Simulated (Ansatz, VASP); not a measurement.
# Rh in VASP and in Ansatz

INCAR

```
SYSTEM = Rh
ALGO = Normal
EDIFF = 1E-8
ENCUT = 520
GGA = CA
ISIF = 2
ISMEAR = -1
LASPH = .TRUE.
LCHARG = .FALSE.
LEFG = .TRUE.
LREAL = .FALSE.
LWAVE = .FALSE.
NBANDS = 14
NELM = 80
PREC = Accurate
SIGMA = 0.05
```

Contents of KPOINTS:

```
k-points
0
G
  5 5 5
  0 0 0
```

Contents of POSCAR:

```
Rh
1.0
    0.0000000000      1.9029860865      1.9029860865
    1.9029860865      0.0000000000      1.9029860865
    1.9029860865      1.9029860865      0.0000000000
Rh
1
Direct
    0.0000000000      0.0000000000      0.0000000000
```

Input for Ansatz:

```yaml
crystal:
  lattice:
    - [0.0, 1.9029860865, 1.9029860865]
    - [1.9029860865, 0.0, 1.9029860865]
    - [1.9029860865, 1.9029860865, 0.0]
  atoms:
    - { symbol: Rh, position: [0.0, 0.0, 0.0] }
kpoints:
  mp_grid: { grid: [5, 5, 5] }
scf:
  occupations: { method: fermi_dirac, width: 0.05 }
hamiltonian:
  xc: lda
  pseudopotentials: { kind: paw }
output:
  forces: true
  stress: true
  eigenvalues: true
  efg: { contact_densities: true }
```

Alike in both runs: task electric field gradients; functional LDA; k mesh 5 × 5 × 5; occupations fermi-dirac, width 0.05 eV; no spin polarisation.

```csv
,VASP,Ansatz
version,VASP 6.6.1,Ansatz 0.2.0
potentials or method,"VASP PAW LDA potentials, release 64 (Rh_pv)","PAW with Ansatz's default frozen-core files, scalar-relativistic"
plane-wave cutoff (eV),520,420
valence electrons in the cell,15,17
```

VASP gave:

```
pressure (GPa) : -8.2
```

Q: What did Ansatz give for the same quantities?

A: Pressure (GPa): -9.1.

LDA's correlation is that of Perdew and Zunger in VASP and of Perdew and Wang (1992) in Ansatz. VASP's potentials hold 15 valence electrons a cell and Ansatz's 17, so a difference there can come from the potentials and not from the codes.

The k mesh is coarse, so the values compare programs but aren't converged.
